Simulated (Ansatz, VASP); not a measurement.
# Two plane-wave programs on SnTe

Contents of INCAR:

```
PREC     = Accurate       # precision mode
ENCUT    = 520            # plane-wave cutoff, eV
EDIFF    = 1E-6           # SCF threshold, eV
ISMEAR   = -1             # smearing method
SIGMA    = 0.05           # smearing width, eV
LREAL    = False          # projectors in reciprocal space
LASPH    = True           # aspherical terms in the spheres
NELM     = 100            # most SCF steps
ALGO     = Normal         # electronic algorithm
ISIF     = 2              # what is computed and relaxed
LWAVE    = False          # write WAVECAR
LCHARG   = False          # write CHGCAR
GGA      = RP             # functional
NBANDS   = 17             # bands
```

KPOINTS

```
regular mesh
0
Gamma
  7 7 7
```

Contents of POSCAR:

```
SnTe
1.0
    3.9047000000      0.0000000000      0.0000000000
    0.0000000000      3.9047000000      0.0000000000
    0.0000000000      0.0000000000      3.9047000000
Te Sn
1 1
Direct
    0.5000000000      0.5000000000      0.5000000000
    0.0000000000      0.0000000000      0.0000000000
```

File input.yaml:

```yaml
crystal:
  lattice:
    - [3.9047, 0.0, 0.0]
    - [0.0, 3.9047, 0.0]
    - [0.0, 0.0, 3.9047]
  atoms:
    - { symbol: Te, position: [0.5, 0.5, 0.5] }
    - { symbol: Sn, position: [0.0, 0.0, 0.0] }
hamiltonian:
  xc: rpbe
  pseudopotentials: { kind: paw }
kpoints:
  mp_grid: { grid: [7, 7, 7] }
  band_path:
    path:
      - [[0.0, 0.0, 0.0], [0.0, 0.5, 0.0], [0.5, 0.5, 0.0], [0.0, 0.0, 0.0], [0.5, 0.5, 0.5], [0.0, 0.5, 0.0]]
      - [[0.5, 0.5, 0.0], [0.5, 0.5, 0.5]]
    npoints: 14
scf:
  occupations: { method: fermi_dirac, width: 0.05 }
  n_extra_bands: 6
output:
  forces: true
  stress: true
  eigenvalues: true
  fatbands: false
```

Alike in both runs: functional RPBE; k mesh 7 × 7 × 7; occupations fermi-dirac, width 0.05 eV; no spin polarisation.

|  | VASP | Ansatz |
| --- | --- | --- |
| version | VASP 6.6.1 | Ansatz 0.2.0 |
| potentials or method | VASP PAW PBE potentials, release 64 (Te, Sn_d) | Ansatz PAW |
| plane-wave cutoff (eV) | 520 | 420 |
| valence electrons in the cell | 20 | 30 |
| task | single point | band structure |

|  | VASP | Ansatz | Ansatz less VASP |
| --- | --- | --- | --- |
| gap on the k mesh at the Fermi level (eV) | none | none | - |
| pressure (GPa) | 0.3 | 0.3 | +0.06 |

VASP's potentials were made for PBE, not for RPBE. A gap of «none» marks a metal or a gap that the smearing closes. With one functional, cell and mesh, what is left measures potentials, basis and numerics. VASP's potentials hold 20 valence electrons a cell and Ansatz's 30, so a difference there can come from the potentials and not from the codes.

Neither program's run includes spin-orbit coupling.
